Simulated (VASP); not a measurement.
The system is Cd3HgS4.

```
Cd S Hg
1.0
    -2.94525    2.94525    5.89126
     2.94525   -2.94525    5.89126
     2.94525    2.94525   -5.89126
Cd S Hg
3 4 1
Direct
  0.75000 0.25000 0.50000
  0.50000 0.50000 0.00000
  0.25000 0.75000 0.50000
  0.12600 0.62218 0.00000
  0.87400 0.87400 0.49618
  0.62218 0.12600 0.00000
  0.37782 0.37782 0.50382
  0.00000 0.00000 0.00000
```

Base run:

- Program: VASP 6.6.1
- Functional: PBE
- Potentials or basis: VASP PAW PBE potentials, release 64 (Cd, S, Hg)
- Cutoff: 520 eV
- k mesh: 6 × 6 × 6
- Occupations: gaussian, width 0.01 eV
- Spin: no spin polarisation

Its results: band gap on the k mesh 0.68 eV; pressure 1.8 GPa.

Question: The run is repeated on the same cell with these changes: functional from PBE to r2SCAN; further incar settings from ALGO = Normal; EDIFF = 1e-07; NBANDS = 46 to ALGO = Normal; EDIFF = 1e-06; NBANDS = 46. What comes out?

Answer: Band gap on the k mesh 1.07 eV; pressure 0.3 GPa.

Caveats: spin-orbit coupling is left out, which moves the levels of the heavy elements; the PAW data sets were made with another functional, which shifts forces and pressure a little (at least some runs).

